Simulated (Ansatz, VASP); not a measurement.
## One calculation of SnO, two programs

File INCAR:

```
PREC = Accurate
ENCUT = 520
EDIFF = 1E-6
ISMEAR = 0
SIGMA = 0.15
LREAL = F
LASPH = T
NELM = 80
ALGO = Normal
ISIF = 2
LWAVE = F
LCHARG = T
GGA = PS
LELF = T
LVHAR = T
NBANDS = 28
```

Contents of KPOINTS:

```
regular mesh
0
Gamma
  12 12 10
```

File POSCAR:

```
SnO
1.0
    3.8020000000      0.0000000000      0.0000000000
    0.0000000000      3.8020000000      0.0000000000
    0.0000000000      0.0000000000      4.8360000000
Sn O
2 2
Direct
    0.0000000000      0.5000000000      0.2385000000
    0.5000000000      0.0000000000      0.7615000000
   -0.1578116781      0.0000000000      0.0000000000
    0.5000000000      0.5000000000      0.0000000000
```

Input for Ansatz:

```yaml
crystal:
  lattice:
    - [3.802, 0.0, 0.0]
    - [0.0, 3.802, 0.0]
    - [0.0, 0.0, 4.836]
  atoms:
    - { symbol: Sn, position: [0.0, 0.5, 0.2385] }
    - { symbol: Sn, position: [0.5, 0.0, 0.7615] }
    - { symbol: O, position: [-0.1578116781, 0.0, 0.0] }
    - { symbol: O, position: [0.5, 0.5, 0.0] }
basis:
  ecutwfc: 420
kpoints:
  mp_grid: { grid: [12, 12, 10] }
hamiltonian:
  xc: pbesol
scf:
  occupations: { method: gaussian, width: 0.15 }
output:
  forces: true
  stress: true
  eigenvalues: true
```

Alike in both runs: task single point; functional PBEsol; k mesh 12 × 12 × 10; occupations gaussian, width 0.15 eV; no spin polarisation.

|  | VASP | Ansatz |
| --- | --- | --- |
| version | VASP 6.6.1 | Ansatz 0.2.0 |
| potentials or method | VASP PAW PBE potentials, release 64 (Sn_d, O), cutoff 520 eV | scalar-relativistic, plane waves, PAW |
| valence electrons in the cell | 40 | 40 |

|  | VASP | Ansatz | Ansatz less VASP |
| --- | --- | --- | --- |
| gap on the k mesh at the Fermi level (eV) | none | none | - |
| pressure (GPa) | 14.0 | 14.3 | +0.23 |
| traceless stress, the component that is largest in VASP (GPa) | 16.12 | 16.58 | +0.460 |
| rms of the force components (eV/Å) | 4.057 | 4.148 | +0.0904 |

VASP's potentials were made for PBE, not for PBEsol. Atom by atom the forces differ by 0.095 eV/Å (rms over components). A gap of «none» marks a metal or a gap that the smearing closes. With one functional, cell and mesh, what is left measures potentials, basis and numerics.
